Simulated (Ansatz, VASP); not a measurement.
# One calculation of Fe2O3, two programs

```
CELL_PARAMETERS angstrom
2.53988 1.46640 4.51550
-2.53988 1.46640 4.51550
0.00000 -2.93280 4.51550
ATOMIC_POSITIONS crystal
Fe 0.35566 0.35566 0.35566
Fe 0.14434 0.14434 0.14434
Fe 0.64434 0.64434 0.64434
Fe 0.85566 0.85566 0.85566
O 0.55311 0.94689 0.25000
O 0.25000 0.55311 0.94689
O 0.94689 0.25000 0.55311
O 0.44689 0.05311 0.75000
O 0.75000 0.44689 0.05311
O 0.05311 0.75000 0.44689
```

Alike in both runs: task single point; functional PBE; k mesh 6 × 6 × 6; occupations gaussian, width 0.05 eV; collinear spin; Hubbard terms Fe d U = 4.0 eV.

```csv
,VASP,Ansatz
version,VASP 6.6.1,Ansatz 0.2.0
potentials or method,"VASP PAW PBE potentials, release 64 (Fe_sv, O), cutoff 600 eV","scalar-relativistic, plane waves, PAW"
valence electrons in the cell,100,100
```

```csv
,VASP,Ansatz,Ansatz less VASP
gap on the k mesh at the Fermi level (eV),1.72,1.64,-0.082
least direct gap on the mesh (eV),1.83,1.70,-0.124
rms of the force components (eV/Å),0.161,0.186,+0.0246
net moment per atom (μB),0.00,0.00,0.000
size of the moment on the site where the two differ most (μB),4.08,3.84,-0.236
```

Site moments also hang on the region over which each program counts them. The programs project onto different local orbitals, so the same U acts differently, and such runs can settle in different states. Atom by atom the forces differ by 0.036 eV/Å (rms over components). Ansatz's warnings: saved state not lowest, stability check not made.
